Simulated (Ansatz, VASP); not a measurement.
## InSb3 in VASP and in Ansatz

INCAR

```
SYSTEM = InSb3
ALGO = Normal
EDIFF = 1E-7
ENCUT = 520
GGA = PE
ISIF = 2
ISMEAR = 0
LASPH = .TRUE.
LCHARG = .TRUE.
LELF = .TRUE.
LREAL = .FALSE.
LVHAR = .TRUE.
LWAVE = .FALSE.
NBANDS = 22
NELM = 80
PREC = Accurate
SIGMA = 0.15
```

KPOINTS

```
k-points
0
G
  8 8 8
  0 0 0
```

File POSCAR:

```
InSb3
1.0
    4.8138627010     -0.0560815005     -0.0560815005
   -0.0560815005      4.8138627010     -0.0560815005
   -0.0560815005     -0.0560815005      4.8138627010
In Sb
1 3
Direct
    0.0000000000      0.0000000000      0.0000000000
    0.5000000000      0.0000000000      0.5000000000
    0.0000000000      0.5000000000      0.5000000000
    0.5000000000      0.5000000000      0.0000000000
```

Input for Ansatz:

```yaml
crystal:
  lattice:
    - [4.813862701, -0.0560815005, -0.0560815005]
    - [-0.0560815005, 4.813862701, -0.0560815005]
    - [-0.0560815005, -0.0560815005, 4.813862701]
  atoms:
    - { symbol: In, position: [0.0, 0.0, 0.0] }
    - { symbol: Sb, position: [0.5, 0.0, 0.5] }
    - { symbol: Sb, position: [0.0, 0.5, 0.5] }
    - { symbol: Sb, position: [0.5, 0.5, 0.0] }
basis:
  ecutwfc: 420
kpoints:
  mp_grid: { grid: [8, 8, 8] }
hamiltonian:
  xc: pbe
  pseudopotentials: { kind: paw, azcp: { folder: soft_1 } }
scf:
  occupations: { method: gaussian, width: 0.15 }
output:
  forces: true
  stress: true
  eigenvalues: true
```

Change from the starting cell: equal engineering shear yz, xz and xy -0.0233, equal normal strain along x, y and z +0.0000.

Alike in both runs: task single point; functional PBE; k mesh 8 × 8 × 8; occupations gaussian, width 0.15 eV; no spin polarisation.

```csv
,VASP,Ansatz
version,VASP 6.6.1,Ansatz 0.2.0
potentials or method,"VASP PAW PBE potentials, release 64 (In_d, Sb), cutoff 520 eV","scalar-relativistic, plane waves, PAW"
valence electrons in the cell,28,58
```

Ansatz gave:

* gap on the k mesh at the Fermi level (eV): none
* pressure (GPa): 0.1
* traceless stress, the component that is largest in VASP (GPa): 0.43

**Question.** Which values does VASP return?

**Answer.** gap on the k mesh at the Fermi level (eV): none; pressure (GPa): 0.0; traceless stress, the component that is largest in VASP (GPa): 0.43.

A gap of «none» marks a metal or a gap that the smearing closes. VASP's potentials hold 28 valence electrons a cell and Ansatz's 58, so a difference there can come from the potentials and not from the codes.

Spin-orbit coupling is off throughout.
